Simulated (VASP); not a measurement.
A run of VASP 6.6.1:

File INCAR:

```
SYSTEM = GePt
ALGO = Normal ; EDIFF = 1E-6
ENCUT = 500 ; GGA = PE
GGA_COMPAT = .FALSE. ; ISIF = 2
ISMEAR = 0 ; LASPH = .TRUE.
LCHARG = .FALSE. ; LREAL = .FALSE.
LWAVE = .FALSE. ; NBANDS = 19
NELM = 120 ; PREC = Accurate
SIGMA = 0.1
```

File KPOINTS:

```
k-points
0
G
  6 6 6
  0 0 0
```

Contents of POSCAR:

```
GePt
1.0
    2.7985563457      0.0000000000      0.0000000000
    0.0000000000      2.7985563457      0.0000000000
    0.0000000000      0.0000000000      3.3437547080
Ge Pt
1 1
Direct
    0.0000000000      0.0000000000      0.0000000000
    0.5000000000      0.5000000000      0.5000000000
```

Potentials or basis: VASP PAW PBE potentials, release 64 (Ge_d, Pt).

Launch:

```sh
$ cat potpaw_PBE.64/Ge_d/POTCAR potpaw_PBE.64/Pt/POTCAR > POTCAR
$ mpirun -np 1 vasp_std > vasp.out
```

Hardware: 1 thread of Intel Xeon 6975P-C (shared host).

**Question.** Estimate the wall time of this run.

**Answer.** It took 10 s on 1 thread of Intel Xeon 6975P-C, with other jobs on the host, peak memory 0.14 GiB. Counts: scf iterations 12, k points 40.
